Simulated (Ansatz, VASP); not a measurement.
# One calculation of BaCr2F6, two programs

```
Ba Cr F
1.0
     4.26827    0.00000    0.00000
     0.00000    4.26827    0.00000
     0.00000    0.00000    8.17139
Ba Cr F
1 2 6
Direct
  0.50000 0.50000 0.00000
  0.00000 0.00000 0.73995
  0.00000 0.00000 0.26005
  0.50000 0.00000 0.78222
  0.50000 0.00000 0.21778
  0.00000 0.50000 0.78222
  0.00000 0.50000 0.21778
  0.00000 0.00000 0.00000
  0.00000 0.00000 0.50000
```

Change from the starting cell: ordered vacancies on the A sites of perovskite (P4/mmm, No. 123).

Alike in both runs: functional PBE; k mesh 4 × 4 × 2; occupations gaussian, width 0.1 eV; collinear spin.

Ansatz relaxed the structure, and its values are those at the end. VASP's run is a single point on that final structure, the one shown.

|  | VASP | Ansatz |
| --- | --- | --- |
| version | VASP 6.6.1 | Ansatz 0.2.0 |
| potentials or method | VASP PAW PBE potentials, release 64 (Ba_sv, Cr_pv, F), cutoff 600 eV | scalar-relativistic, plane waves, PAW |
| valence electrons in the cell | 76 | 80 |

|  | VASP | Ansatz | Ansatz less VASP |
| --- | --- | --- | --- |
| gap on the k mesh at the Fermi level (eV) | none | none | - |
| pressure (GPa) | 0.3 | 0.0 | -0.29 |
| rms of the force components (eV/Å) | 0.016 | 0.002 | -0.0140 |
| net moment per atom (μB) | 0.89 | 0.89 | 0.000 |
| size of the moment on the site where the two differ most (μB) | 3.71 | 3.09 | -0.624 |

Site moments also hang on the region over which each program counts them. A gap of «none» marks a metal or a gap that the smearing closes. VASP's potentials hold 76 valence electrons a cell and Ansatz's 80, so a difference there can come from the potentials and not from the codes.

The k mesh is coarse, so the values compare programs but aren't converged. Spin-orbit coupling is off throughout.
